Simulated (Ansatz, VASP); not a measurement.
Al3GaN4 in VASP and in Ansatz

```
Al Ga N
1.0
     4.05444    0.00000    0.00000
     0.00000    4.05444    0.00000
     0.00000    0.00000    4.05444
Al Ga N
3 1 4
Direct
  0.50000 0.50000 0.00000
  0.50000 0.00000 0.50000
  0.00000 0.50000 0.50000
  0.00000 0.00000 0.00000
  0.74471 0.74471 0.25529
  0.74471 0.25529 0.74471
  0.25529 0.74471 0.74471
  0.25529 0.25529 0.25529
```

Change from the starting cell: strain -0.080 along x and y, -0.080 along z, atoms carried along.

Alike in both runs: task single point; functional PBEsol; k mesh 6 × 6 × 6; occupations gaussian, width 0.05 eV; no spin polarisation.

|  | VASP | Ansatz |
| --- | --- | --- |
| version | VASP 6.6.1 | Ansatz 0.2.0 |
| potentials or method | VASP PAW PBE potentials, release 64 (Al, Ga_d, N), cutoff 520 eV | scalar-relativistic, plane waves, PAW |
| valence electrons in the cell | 42 | 42 |

Ansatz gave:

```
gap on the k mesh at the Fermi level (eV) : 3.46
least direct gap on the mesh (eV)         : 3.50
pressure (GPa)                            : 80.8
rms of the force components (eV/Å)        : 0.088
```

Question: Estimate VASP's values.

Answer: gap on the k mesh at the Fermi level (eV): 3.45; least direct gap on the mesh (eV): 3.49; pressure (GPa): 81.5; rms of the force components (eV/Å): 0.058.

VASP's potentials were made for PBE, not for PBEsol. Atom by atom the forces differ by 0.030 eV/Å (rms over components). Both programs put the cell under a high pressure, so it lies far from rest at this level.

Noted on VASP's run: the cell as given lies far from equilibrium.
